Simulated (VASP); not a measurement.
Runs of VASP 6.6.1 on SiNi. The structure is that of space group Pm-3m (No. 221), or close to it. The cells are those of the table. 

| task | spin | cell | k mesh | cutoff (eV) | gap on the mesh (eV) | pressure (GPa) | moment (μB) |
| --- | --- | --- | --- | --- | --- | --- | --- |
| single point | collinear | a = 2.800 Å, 2 atoms | 6 × 6 × 6 | 520 | none | (a) | 0.00 |
| relaxation of cell and atoms | off | relaxed from a = 2.800 Å, 2 atoms | 20 × 20 × 20 | 600 | none | -0.1 | - |
| single point | off | a = 2.799 Å, 2 atoms | 20 × 20 × 20 | 520 | none | 0.1 | - |
| relaxation of cell and atoms | collinear | relaxed from a = 2.869 Å, 2 atoms | 6 × 6 × 6 | 600 | none | 0.0 | 0.00 |

Alike in all rows: level r2SCAN; potentials or basis VASP PAW PBE potentials, release 64 (Si, Ni); smearing gaussian 0.1 eV.

Estimate the missing entries.

(a) 0.3.

Caveats: some runs use coarse meshes; the PAW data sets were made with another functional, which shifts forces and pressure a little; the relaxation stopped at its first step, so nothing moved (at least some runs).

A gap of «none» marks levels without a gap at the run's occupations.
